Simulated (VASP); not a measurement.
## Cu: single point with PBE

Cu:

```xyz
1
Lattice="0.0000 1.8979 1.7171 1.8979 0.0000 1.7171 1.8979 1.8979 0.0000" Properties=species:S:1:pos:R:3 pbc="T T T"
Cu    0.0000    0.0000    0.0000
```

This cell differs from its parent crystal: strain +0.050 along x and y, -0.050 along z.

```
Program             : VASP 6.6.1
Task                : single point
Functional          : PBE
Potentials or basis : VASP PAW PBE potentials, release 64 (Cu)
Cutoff              : 520 eV
k mesh              : 22 × 22 × 22
Occupations         : gaussian, width 0.15 eV
Spin                : no spin polarisation
```

- Pressure: -3.5 GPa
- Band gap on the k mesh: zero (an odd number of electrons rules out a gap without spin polarisation)

Stress tensor (GPa, compression positive):
```
-4.60  0.00  0.00
 0.00 -4.60  0.00
 0.00  0.00 -1.43
```

Levels at points of the mesh, in eV from the Fermi level:
```
           k point  band 3  band 4  band 5  band 6  band 7  band 8  band 9  band 10
(0.00, 0.00, 0.00)   -3.01   -2.60   -2.36   -1.95   22.41   24.51   24.51    24.85
(0.50, 0.00, 0.00)   -2.68   -1.70   -1.50   -0.84    3.58   19.64   19.85    23.18
(0.50, 0.50, 0.00)   -1.61   -1.45   -1.45    3.04    8.59   11.24   11.24    15.88
(0.50, 0.00, 0.50)   -1.64   -1.61   -1.36    0.88    5.96   13.54   13.71    17.86
```

Wall time 72 s on 1 thread of AMD EPYC 9R45 96-Core Processor (Zen 5), on a shared host, peak memory 0.19 GiB.

Caveat: the cell differs from its parent crystal (strain +0.050 along x and y, -0.050 along z); the cell stands under tension.
